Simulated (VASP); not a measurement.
# BN (P1) in VASP: dielectric tensor with LDA

Aim: the dielectric tensor of BN with LDA.

Program: VASP 6.6.1. These are calculated values, not measurements. Logs are shortened: lines on timing, memory, paths and dates and some standing lists are left out, and cuts for length are marked.

### 1 The cell of the first run

The typed cell holds 2 atoms: a = 2.508 Å, b = 2.508 Å, c = 3.274 Å, α = 101.11°, β = 101.11°, γ = 119.81°.

### 2 Dielectric tensor, LDA

INCAR reads:

```
PREC = Accurate ; ENCUT = 520
EDIFF = 1E-8 ; ISMEAR = 0
SIGMA = 0.01 ; LREAL = False
LASPH = True ; NELM = 60
ALGO = Normal ; ISIF = 2
LWAVE = False ; LCHARG = False
LEPSILON = True
```

KPOINTS reads:

```
Automatic mesh
0
Gamma
  11 11 8
```

POSCAR reads:

```
BN
1.0
    2.5080410000      0.0000000000      0.0000000000
   -1.2467110000      2.1762310000      0.0000000000
   -0.6306650000     -1.0881160000      3.0225400000
B N
1 1
Direct
    0.9796430000      0.9834990000      0.0018060000
    0.6685060000      0.3323850000      0.9849990000
```

Potentials or basis: VASP PAW LDA potentials, release 64 (B, N).

On the command line:

```
> cat potpaw_LDA.64/B/POTCAR potpaw_LDA.64/N/POTCAR > POTCAR
> mpirun -np 1 vasp_std > vasp.out
```

OUTCAR:

```text
PREC = Accurate
   ENCUT = 520
   EDIFF = 1E-8
   ISMEAR = 0
   LREAL = False
   LASPH = True
   NELM = 60
   ISIF = 2
   LEPSILON = True

 ion  position               nearest neighbor table
   1  0.980  0.983  0.002-   2 1.40   2 1.43   2 1.52
   2  0.669  0.332  0.985-   1 1.40   1 1.43   1 1.52

  LATTYP: Found a face centered orthorhombic cell.
 ALAT       =     2.5153398844
 B/A-ratio  =     1.7253462546
 C/A-ratio  =     2.4032855509

  Lattice vectors:

 A1 = (  -1.8773760000,   1.0881150000,   3.0225400000)
 A2 = (   0.6306650000,   1.0881150000,   3.0225400000)
 A3 = (  -1.2467110000,   2.1762310000,   0.0000000000)

Analysis of symmetry for initial positions (statically):
=====================================================================
 Subroutine PRICEL returns:
 Original cell was already a primitive cell.

 Routine SETGRP: Setting up the symmetry group for a
 face centered orthorhombic supercell.

 Subroutine GETGRP returns: Found  1 space group operations
 (whereof  1 operations were pure point group operations)
 out of a pool of  8 trial point group operations.

The static configuration has the point symmetry C_1 .

Analysis of symmetry for dynamics (positions and initial velocities):
=====================================================================
 Subroutine PRICEL returns:
 Original cell was already a primitive cell.

 Routine SETGRP: Setting up the symmetry group for a
 face centered orthorhombic supercell.

 Subroutine GETGRP returns: Found  1 space group operations
 (whereof  1 operations were pure point group operations)
 out of a pool of  8 trial point group operations.

The dynamic configuration has the point symmetry C_1 .

 Subroutine INISYM returns: Found  1 space group operations
 (whereof  1 operations are pure point group operations),
 and found     1 'primitive' translations

----------------------------------------------------------------------------------------

                                     Primitive cell

  volume of cell :      16.4973

  direct lattice vectors                    reciprocal lattice vectors
     2.508041000  0.000000000  0.000000000     0.398717565  0.228415813  0.165423820
    -1.246711000  2.176231000  0.000000000     0.000000000  0.459510043  0.165423859
    -0.630665000 -1.088116000  3.022540000     0.000000000  0.000000000  0.330847565

  length of vectors
     2.508041000  2.508041005  3.273756684     0.488379484  0.488379496  0.330847565

  position of ions in fractional coordinates (direct lattice)
     0.979643000  0.983499000  0.001806000
     0.668506000  0.332385000  0.984999000

  ion indices of the primitive-cell ions
   primitive index   ion index
                 1           1
                 2           2

----------------------------------------------------------------------------------------

 KPOINTS: Automatic mesh

Automatic generation of k-mesh.
 Grid dimensions read from file:
 generate k-points for:   11   11    8

 Generating k-lattice:

  Cartesian coordinates                     Fractional coordinates (reciprocal lattice)
     0.036247051  0.020765074  0.015038529     0.090909091  0.000000000  0.000000000
     0.000000000  0.041773640  0.015038533     0.000000000  0.090909091  0.000000000
     0.000000000  0.000000000  0.041355946     0.000000000  0.000000000  0.125000000

  Length of vectors
     0.044398135  0.044398136  0.041355946

  Shift w.r.t. Gamma in fractional coordinates (k-lattice)
     0.000000000  0.000000000  0.000000000

 -----------------------------------------------------------------------------
|                                                                             |
|           W    W    AA    RRRRR   N    N  II  N    N   GGGG   !!!           |
|           W    W   A  A   R    R  NN   N  II  NN   N  G    G  !!!           |
|           W    W  A    A  R    R  N N  N  II  N N  N  G       !!!           |
|           W WW W  AAAAAA  RRRRR   N  N N  II  N  N N  G  GGG   !            |
|           WW  WW  A    A  R   R   N   NN  II  N   NN  G    G                |
|           W    W  A    A  R    R  N    N  II  N    N   GGGG   !!!           |
|                                                                             |
|     Your reciprocal lattice and k-lattice belong to different lattice       |
|     classes:                                                                |
|                                                                             |
|        The reciprocal lattice is body-centered orthorhombic,                |
|        whereas your k-lattice is base-centered monoclinic.                  |
|                                                                             |
|     Results are often still useful ...                                      |
|                                                                             |
 -----------------------------------------------------------------------------

 WARNING: IBZKPT: internal override: KBLOWUP is changed to .FALSE.
[... 57 lines left out ...]
   NFREE  =      0    steps in history (QN), initial steepest desc. (CG)
   ISIF   =      2    stress and relaxation
   ISYM   =      2    0-nonsym 1-usesym 2-fastsym
   POTIM  = 0.5000    time-step for ionic-motion
   TEBEG  =    0.0;   TEEND  =   0.0 temperature during run
   PSTRESS=    0.0 pullay stress
   NELECT =       8.0000    total number of electrons
   NUPDOWN=      -1.0000    fix difference up-down
   EMIN   =  10.00;   EMAX   =-10.00  energy-range for DOS
   EFERMI =   0.00;   METHOD = LEGACY
   ISMEAR =     0;   SIGMA  =   0.01  broadening in eV -4-tet -1-fermi 0-gaus
   EFERMI_NEDOS =   21; number of points for ismear=-14 and -15
   IALGO  =     38    algorithm
   IMIX   =      4    mixing-type and parameters
     AMIX     =   0.40;   BMIX     =  1.00
     AMIX_MAG =   1.60;   BMIX_MAG =  1.00
  volume/ion in A,a.u.               =       8.25        55.66
  Fermi-wavevector in a.u.,A,eV,Ry     =   1.286178  2.430523 22.507475  1.654253
  Thomas-Fermi vector in A             =   2.418268
   LORBIT       =      0    0 simple, 1 ext, 2 COOP (PROOUT), +10 PAW based schemes
   GGA     = CA    functional components
   LHFCALC =     F    Hartree Fock is set to
   AEXX    =    0.0000 exact exchange contribution
   IVDW    =     0    specifies the selected vdW correction
   LEPSILON=     T    determine dielectric tensor
   LRPA    =     F    only Hartree local field effects (RPA)
 non-spin polarized calculation
 Gauss-broadening in eV      SIGMA  =   0.01
  energy-cutoff  :      520.00
  volume of cell :       16.50
 maximum number of plane-waves:       460
   NGX =  9   NGY =  9   NGZ = 13

--------------------------------------- Ionic step        1  -------------------------------------------

 number of electron       8.0000000 magnetization

 E-fermi :   3.4778     XC(G=0): -11.0917

 val. band max:        3.3254324629   @ k =   0.3636   0.3636   0.1250
 cond. band min:       6.0920666748   @ k =   0.4545   0.4545   0.5000
 fundamental gap:      2.7666342120
 Fermi energy:         3.4777627016

 k-point     1 :       0.0000    0.0000    0.0000
  band No.  band energies     occupation
      1     -14.7684      2.00000
      2      -0.5022      2.00000
      3       0.8271      2.00000
      4       2.4491      2.00000
      5       8.5532      0.00000
      6      13.3703      0.00000
      7      15.4806      0.00000
      8      16.0356      0.00000
[... 243 lines left out ...]
 k-point    24 :      -0.4545    0.1818   -0.0000
  band No.  band energies     occupation
      1     -11.9431      2.00000
      2      -4.2079      2.00000
      3      -2.4872      2.00000
      4       1.8177      2.00000
      5       9.4774      0.00000
      6      13.5584      0.00000
      7      15.4512      0.00000
      8      18.7390      0.00000

 [... further k-points ...]

  FORCE on cell =-STRESS in cart. coord.  units (eV):
  Direction    XX          YY          ZZ          XY          YZ          ZX
  --------------------------------------------------------------------------------------
  -------------------------------------------------------------------------------------
  Total       -1.3008233     -0.1080362      0.3258717     -0.4987874      0.1206911      0.0541078
  in kB     -126.3331120    -10.4922360     31.6479483    -48.4411458     11.7212550      5.2548282
  external PRESSURE =     -35.0591332 kB  Pullay stress =       0.0000000 kB

 VOLUME and BASIS-vectors are now :
 -----------------------------------------------------------------------------
  energy-cutoff  :      520.00
  volume of cell :       16.50
      direct lattice vectors                 reciprocal lattice vectors
     2.508041000  0.000000000  0.000000000     0.398717565  0.228415813  0.165423820
    -1.246711000  2.176231000  0.000000000     0.000000000  0.459510043  0.165423859
    -0.630665000 -1.088116000  3.022540000     0.000000000  0.000000000  0.330847565

 POSITION                                       TOTAL-FORCE (eV/Angst)
 -----------------------------------------------------------------------------------
      1.22971      2.13836      0.00546         1.638426      2.052902     -0.615820
      0.64105     -0.34845      2.97720        -1.638426     -2.052902      0.615820
 -----------------------------------------------------------------------------------
    total drift:                               -0.000089      0.000074      0.000098

  FREE ENERGIE OF THE ION-ELECTRON SYSTEM (eV)
  ---------------------------------------------------
  free  energy   TOTEN  =       -19.1546763303 eV

  energy  without entropy=      -19.1546763303  energy(sigma->0) =      -19.15467633

 HEAD OF MICROSCOPIC STATIC DIELECTRIC TENSOR (INDEPENDENT PARTICLE, excluding Hartree and local field effects)
 ------------------------------------------------------
           5.188351    -0.282269     0.037609
          -0.283377     5.760111    -0.024199
           0.035756    -0.023665     3.481782
 ------------------------------------------------------

 Free energy of the ion-electron system (eV)
  ---------------------------------------------------
  ---------------------------------------------------
  free energy    TOTEN  =        -0.19277566 eV

  energy without entropy =       -0.19277566

------------------------ aborting loop because EDIFF is reached ----------------------------------------

--------------------------------------- Ionic step        2  -------------------------------------------

------------------------ aborting loop because EDIFF is reached ----------------------------------------

--------------------------------------- Ionic step        3  -------------------------------------------

 Free energy of the ion-electron system (eV)
  ---------------------------------------------------
  ---------------------------------------------------
  free energy    TOTEN  =        -0.10485796 eV

  energy without entropy =       -0.10485796

------------------------ aborting loop because EDIFF is reached ----------------------------------------

 PIEZOELECTRIC TENSOR FIELD DIRECTION 3  (e Angst)
 -----------------------------------------------------------------------------
     0.03440 -0.00041 -0.13569           (  0.00641  0.00004 -0.00019)
    -0.00041  0.04674  0.07673           (  0.00004  0.00645  0.00105)
    -0.13569  0.07673 -0.10457           ( -0.00019  0.00105  0.00659)

 PIEZOELECTRIC TENSOR FIELD DIRECTION 3  (C/m^2)
 -----------------------------------------------------------------------------
     0.03341 -0.00040 -0.13178
    -0.00040  0.04539  0.07452
    -0.13178  0.07452 -0.10156

 MACROSCOPIC STATIC DIELECTRIC TENSOR (including local field effects in DFT)
 ------------------------------------------------------
           5.033307    -0.261048     0.039823
          -0.262098     5.572512    -0.023126
           0.038047    -0.022656     3.151312
 ------------------------------------------------------

 PIEZOELECTRIC TENSOR (including local field effects)  for field in x, y, z        (e  Angst)
          XX          YY          ZZ          XY          YZ          ZX
  --------------------------------------------------------------------------------
  x     0.02322    -0.05668    -0.05563    -1.22252    -0.00559     0.08601
  y    -1.37223     1.25840     0.02917     0.05599     0.11525    -0.00723
  z     0.03440     0.04674    -0.10457    -0.00041     0.07673    -0.13569

 PIEZOELECTRIC TENSOR (including local field effects)  for field in x, y, z        (C/m^2)
          XX          YY          ZZ          XY          YZ          ZX
  --------------------------------------------------------------------------------
  x     0.02255    -0.05505    -0.05403    -1.18728    -0.00543     0.08353
  y    -1.33268     1.22214     0.02833     0.05438     0.11193    -0.00703
  z     0.03341     0.04539    -0.10156    -0.00040     0.07452    -0.13178

 BORN EFFECTIVE CHARGES (including local field effects) (in |e|, cummulative output)
 ---------------------------------------------------------------------------------
 ion    1
    1     2.53634    -0.16303     0.01441
    2    -0.16686     2.94881    -0.00199
    3     0.01586    -0.00978     0.89129
 ion    2
    1    -2.53634     0.16303    -0.01441
    2     0.16686    -2.94881     0.00199
    3    -0.01586     0.00978    -0.89129
```

It took 7.8 min on 1 thread of Intel Xeon Platinum 8259CL at 2.50GHz (Skylake/Cascade Lake), shared host; peak memory 0.29 GiB.

Results:

- Band gap on the k mesh: 2.77 eV, indirect (least direct gap 4.33 eV)
- Electronic dielectric tensor (diagonal): 5.03, 5.57, 3.15
- Born charges (mean of the diagonal): B +2.13; N -2.13 e

Electronic dielectric tensor:
```
 5.03 -0.26  0.04
-0.26  5.57 -0.02
 0.04 -0.02  3.15
```

Born effective charge tensors (e):
atom 1, B
```
 2.54 -0.16  0.01
-0.17  2.95  0.00
 0.02 -0.01  0.89
```
atom 2, N
```
-2.54  0.16 -0.01
 0.17 -2.95  0.00
-0.02  0.01 -0.89
```
